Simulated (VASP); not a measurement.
Wanted: the native input for a VASP 6.6.1 run.

| Item | Value |
| --- | --- |
| Task | relaxation of cell and atoms |
| Functional | PBE |
| Potentials or basis | VASP PAW PBE potentials, release 64 (Si, W_sv, N) |
| Cutoff | 600 eV |
| k mesh | 4 × 4 × 4 |
| Occupations | gaussian, width 0.1 eV |
| Spin | no spin polarisation |
| Dipole correction | no |
| Further INCAR settings | ALGO = Normal; EDIFF = 1e-07; IBRION = 2; EDIFFG = -0.04; NSW = 90; ISIF = 3 |

The structure of Si3WN lies in POSCAR:

```
Si3WN
1.0
    4.1352356100      0.0000000000      0.0000000000
    0.0000000000      4.1352356100      0.0000000000
    0.0000000000      0.0000000000      4.1352356100
Si W N
3 1 1
Direct
    0.0000000000      0.5000000000      0.5000000000
    0.5000000000      0.5000000000      0.0000000000
    0.5000000000      0.0000000000      0.5000000000
    0.0000000000      0.0000000000      0.0000000000
    0.5000000000      0.5000000000      0.5000000000
```

The cell was built from a structure type or drawn by symmetry, and may not be a known phase.

These files were run (other wordings do the same):

INCAR

```
PREC = Accurate
ENCUT = 600
EDIFF = 1E-7
ISMEAR = 0
SIGMA = 0.1
LREAL = False
LASPH = True
NELM = 100
ALGO = Normal
ISIF = 3
LWAVE = False
LCHARG = False
GGA = PE
IBRION = 2
NSW = 90
EDIFFG = -0.04
```

KPOINTS

```
Automatic mesh
0
Gamma
  4 4 4
```

Potentials or basis: VASP PAW PBE potentials, release 64 (Si, W_sv, N).

The run is started by

```sh
$ cat potpaw_PBE.64/Si/POTCAR potpaw_PBE.64/W_sv/POTCAR potpaw_PBE.64/N/POTCAR > POTCAR
$ mpirun -np 1 vasp_std > vasp.out
```

Results of the run:

* Relaxed volume: 12.34 Å³/atom
* Relaxed cell: a = 3.952 Å, b = 3.952 Å, c = 3.952 Å, α = 90.00°, β = 90.00°, γ = 90.00°
* Space group after relaxing (to 0.1 Å): Pm-3m (No. 221)
* Energy gained by relaxing: 119.8 meV/atom
* Ionic steps: 3
* Pressure after relaxing: -0.3 GPa
* Band gap on the k mesh: zero (an odd number of electrons rules out a gap without spin polarisation)

Caveat: the k points lie up to 0.40 Å⁻¹ apart in the final cell, too coarse for converged energies and pressures of a metal; spin-orbit coupling is left out, which moves the levels of the heavy elements.

Run time: 110 s on 1 thread of Intel Xeon 8259CL (shared host), peak memory 0.22 GiB.
